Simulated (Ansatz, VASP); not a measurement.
This is a calculation of TaN for VASP 6.6.1.

The input INCAR:

```
SYSTEM = TaN
ALGO     = Normal         ! electronic algorithm
EDIFF    = 1E-6           ! SCF threshold, eV
ENCUT    = 520            ! plane-wave cutoff, eV
GGA      = PE             ! functional
ISIF     = 2              ! what is computed and relaxed
ISMEAR   = -1             ! smearing method
LASPH    = .True.         ! aspherical terms in the spheres
LCHARG   = .True.         ! write CHGCAR
LELF     = .True.         ! ELF
LREAL    = .False.        ! projectors in reciprocal space
LVHAR    = .True.       
LWAVE    = .False.        ! write WAVECAR
NBANDS   = 15             ! bands
NELM     = 80             ! most SCF steps
PREC     = Accurate       ! precision mode
SIGMA    = 0.03           ! smearing width, eV
```

KPOINTS

```
k-points
0
Gamma
  6 6 5
  0 0 0
```

The input POSCAR:

```
TaN
1.0
    2.9380011100      0.0000000000      0.0000000000
   -1.4690005500      2.5443836000      0.0000000000
    0.0000000000      0.0000000000      2.8830022100
Ta N
1 1
Direct
    0.3333333333      0.6666666667      0.5000000000
    0.0000000000      0.0000000000      0.0000000000
```

Potentials or basis: VASP PAW PBE potentials, release 64 (Ta_pv, N).

Run with:

```console
$ cat potpaw_PBE.64/Ta_pv/POTCAR potpaw_PBE.64/N/POTCAR > POTCAR
$ mpirun -np 1 vasp_std > vasp.out
```

Problem. Translate it to Ansatz 0.2.0. Potentials there: all-electron LAPW, scalar-relativistic.

Solution. As run (the cutoff follows the program's own potentials):

The input input.yaml:

```yaml
crystal:
  lattice:
    - [2.93800111, 0.0, 0.0]
    - [-1.46900055, 2.5443836, 0.0]
    - [0.0, 0.0, 2.88300221]
  atoms:
    - { symbol: Ta, position: [0.3333333333, 0.6666666667, 0.5] }
    - { symbol: "N", position: [0.0, 0.0, 0.0] }
kpoints:
  mp_grid: { grid: [6, 6, 5] }
scf:
  occupations: { method: fermi_dirac, width: 0.03 }
hamiltonian:
  xc: pbe
  pseudopotentials: { kind: all_electron, lapw: { basis_error: 0.002 } }
output:
  forces: true
  stress: true
  eigenvalues: true
```

Potentials or basis: all-electron LAPW, scalar-relativistic.

Command:

```sh
$ ansatz run input.yaml --threads 1 --pin off --max-ram 3072MiB --backend cpu --events-out ev --progress --plain --runs-dir out
```

Both were run:

|  | VASP | Ansatz | Ansatz less VASP |
| --- | --- | --- | --- |
| gap on the k mesh at the Fermi level (eV) | none | none | - |
| pressure (GPa) | 5.3 | 4.8 | -0.54 |
| traceless stress, the component that is largest in VASP (GPa) | 1.15 | 1.05 | -0.104 |

A gap of «none» marks a metal or a gap that the smearing closes. Ansatz ran all-electron here, and VASP with PAW potentials.

The k mesh is coarse, so the values compare programs but aren't converged. Neither program's run includes spin-orbit coupling. Noted on Ansatz's run: the k mesh is thin for a metal, which can move the energy by tens of meV per atom.
